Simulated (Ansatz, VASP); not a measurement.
## BN in VASP and in Ansatz

```
B N
1.0
     2.75825    0.00000    0.00000
    -1.37913    2.38872    0.00000
     0.00000    0.00000    4.22685
B N
2 2
Direct
  0.66667 0.33333 0.99972
  0.33333 0.66667 0.49972
  0.66667 0.33333 0.62528
  0.33333 0.66667 0.12528
```

Change from the starting cell: strain +0.080 along x and y, +0.000 along z, atoms carried along.

Alike in both runs: task single point; functional PBEsol; k mesh 12 × 12 × 6; occupations gaussian, width 0.05 eV; no spin polarisation.

```csv
,VASP,Ansatz
version,VASP 6.6.1,Ansatz 0.2.0
potentials or method,"VASP PAW PBE potentials, release 64 (B, N), cutoff 520 eV","scalar-relativistic, plane waves, PAW"
valence electrons in the cell,16,16
```

```tsv
	VASP	Ansatz	Ansatz less VASP
gap on the k mesh at the Fermi level (eV)	5.24	5.24	+0.005
least direct gap on the mesh (eV)	6.27	6.26	-0.007
pressure (GPa)	-45.2	-45.4	-0.13
traceless stress, the component that is largest in VASP (GPa)	32.93	32.70	-0.231
rms of the force components (eV/Å)	0.060	0.069	+0.0087
```

VASP's potentials were made for PBE, not for PBEsol. Atom by atom the forces differ by 0.009 eV/Å (rms over components). Both programs put the cell under strong tension, so it lies far from rest at this level.

Noted on VASP's run: the cell as given lies far from equilibrium.
